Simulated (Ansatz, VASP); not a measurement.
Si2Sb2Se: VASP beside Ansatz

```
Si Sb Se
1.0
     4.98931    0.00000    0.00000
    -2.49466    4.32087    0.00000
     0.00000    0.00000    5.63316
Si Sb Se
2 2 1
Direct
  0.33333 0.66667 0.00000
  0.66667 0.33333 0.00000
  0.33333 0.66667 0.50000
  0.66667 0.33333 0.50000
  0.00000 0.00000 0.00000
```

Alike in both runs: task relaxation of cell and atoms; functional PBE; k mesh 12 × 12 × 8; occupations gaussian, width 0.1 eV; no spin polarisation.

|  | VASP | Ansatz |
| --- | --- | --- |
| version | VASP 6.6.1 | Ansatz 0.2.0 |
| potentials or method | VASP PAW PBE potentials, release 64 (Si, Sb, Se), cutoff 600 eV | scalar-relativistic, plane waves, PAW |
| valence electrons in the cell | 24 | 54 |

```csv
,VASP,Ansatz,Ansatz less VASP
"gap on the k mesh at the Fermi level, each at its own relaxed structure (eV)",none,none,-
relaxed volume (Å³/atom),24.10,24.07,-0.027
relaxed cell length with the largest relative difference (Å),5.611,5.608,-0.0028
```

A gap of «none» marks a metal or a gap that the smearing closes. VASP's potentials hold 24 valence electrons a cell and Ansatz's 54, so a difference there can come from the potentials and not from the codes.

Spin-orbit coupling is off throughout.
